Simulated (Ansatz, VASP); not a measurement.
**Sb: VASP beside Ansatz**

The input INCAR:

```
SYSTEM = Sb
PREC = Accurate
ENCUT = 400
EDIFF = 1E-6
ISMEAR = 0
SIGMA = 0.01
LREAL = .FALSE.
LASPH = .TRUE.
NELM = 120
ALGO = Normal
ISIF = 2
LWAVE = .FALSE.
LCHARG = .FALSE.
LDIPOL = .TRUE.
IDIPOL = 3
DIPOL = 0.5 0.5 0.327
GGA = PE
NBANDS = 38
GGA_COMPAT = .FALSE.
NELMDL = -8
```

The input KPOINTS:

```
regular mesh
0
G
  6 6 1
  0 0 0
```

POSCAR

```
Sb
1.0
    5.1294083752      0.0000000000      0.0000000000
    0.0000000000      4.2400767676      0.0000000000
    0.0000000000      0.0000000000     29.0216962420
Sb
4
Direct
    0.0594214760      0.0000000000      0.3752153082
    0.4405785240      0.5000000000      0.3752153082
    0.5594214760      0.5000000000      0.2794673073
    0.9405785240      0.0000000000      0.2794673073
```

Input for Ansatz:

```yaml
crystal:
  lattice:
    - [5.1294083752, 0.0, 0.0]
    - [0.0, 4.2400767676, 0.0]
    - [0.0, 0.0, 29.021696242]
  atoms:
    - { symbol: Sb, position: [0.059421476, 0.0, 0.3752153082] }
    - { symbol: Sb, position: [0.440578524, 0.5, 0.3752153082] }
    - { symbol: Sb, position: [0.559421476, 0.5, 0.2794673073] }
    - { symbol: Sb, position: [0.940578524, 0.0, 0.2794673073] }
  periodic: [true, true, false]
kpoints:
  mp_grid: { grid: [6, 6, 1] }
  band_path:
    path:
      - [0.0, 0.0, 0.0]
      - [0.5, 0.0, 0.0]
      - [0.5, 0.5, 0.0]
      - [0.0, 0.5, 0.0]
      - [0.378906, 0.0, 0.0]
      - [0.4, 0.0, 0.0]
    npoints: 1
hamiltonian:
  xc: pbe
scf:
  occupations: { method: fixed }
  n_extra_bands: 5
output:
  forces: true
  stress: true
  eigenvalues: true
```

Alike in both runs: task single point; functional PBE; k mesh 6 × 6 × 1; no spin polarisation.

|  | VASP | Ansatz |
| --- | --- | --- |
| version | VASP 6.6.1 | Ansatz 0.2.0 |
| potentials or method | VASP PAW PBE potentials, release 64 (Sb_d_GW) | plane waves, PAW |
| plane-wave cutoff (eV) | 400 | 420 |
| occupations | gaussian, width 0.01 eV | fixed |
| valence electrons in the cell | 60 | 60 |

```csv
,VASP,Ansatz,Ansatz less VASP
gap on the k mesh at the Fermi level (eV),0.55,0.55,-0.001
rms of the force components (eV/Å),0.146,0.147,+0.0011
```

Atom by atom the forces differ by 0.002 eV/Å (rms over components).

Neither program's run includes spin-orbit coupling.
